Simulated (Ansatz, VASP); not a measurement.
## K: VASP beside Ansatz

The input INCAR:

```
  PREC = Accurate
  ENCUT = 500
  EDIFF = 1E-6
  ISMEAR = 0
  SIGMA = 0.1
  LREAL = F
  LASPH = T
  NELM = 200
  ALGO = Normal
  ISIF = 2
  LWAVE = F
  LCHARG = F
  MAGMOM = 0 0 0
  LORBIT = 11
  LSORBIT = T
  GGA_COMPAT = F
  LORBMOM = T
  GGA = PE
  NBANDS = 20
```

The input KPOINTS:

```
Automatic mesh
0
Gamma
  1 1 1
```

Contents of POSCAR:

```
K
1.0
   -2.6180000000      2.6180000000      2.6180000000
    2.6180000000     -2.6180000000      2.6180000000
    2.6180000000      2.6180000000     -2.6180000000
K
1
Direct
    0.0000000000      0.0000000000      0.0000000000
```

Input for Ansatz:

```yaml
crystal:
  lattice:
    - [-2.618, 2.618, 2.618]
    - [2.618, -2.618, 2.618]
    - [2.618, 2.618, -2.618]
  atoms:
    - { symbol: K, position: [0.0, 0.0, 0.0] }
basis:
  ecutwfc: 420
  xc_grid: 3
kpoints:
  mp_grid: { grid: [1, 1, 1] }
hamiltonian:
  xc: pbe
scf:
  occupations: { method: gaussian, width: 0.1 }
  mixing: { ndim: 4 }
  initial_density: { chi_scale: 0, normalization: atom }
  max_iter: 100
output:
  forces: true
  stress: true
  eigenvalues: true
magnetization:
  noncollinear: true
  spin_orbit: true
```

Alike in both runs: task single point; functional PBE; k mesh 1 × 1 × 1; occupations gaussian, width 0.1 eV; non-collinear spin, spin-orbit coupling.

|  | VASP | Ansatz |
| --- | --- | --- |
| version | VASP 6.6.1 | Ansatz 0.2.0 |
| potentials or method | VASP PAW PBE potentials, release 64 (K_sv), cutoff 500 eV | plane waves, PAW |
| valence electrons in the cell | 9 | 9 |

```tsv
	VASP	Ansatz	Ansatz less VASP
pressure (GPa)	-0.7	-0.7	+0.01
```

The k mesh is coarse, so the values compare programs but aren't converged.
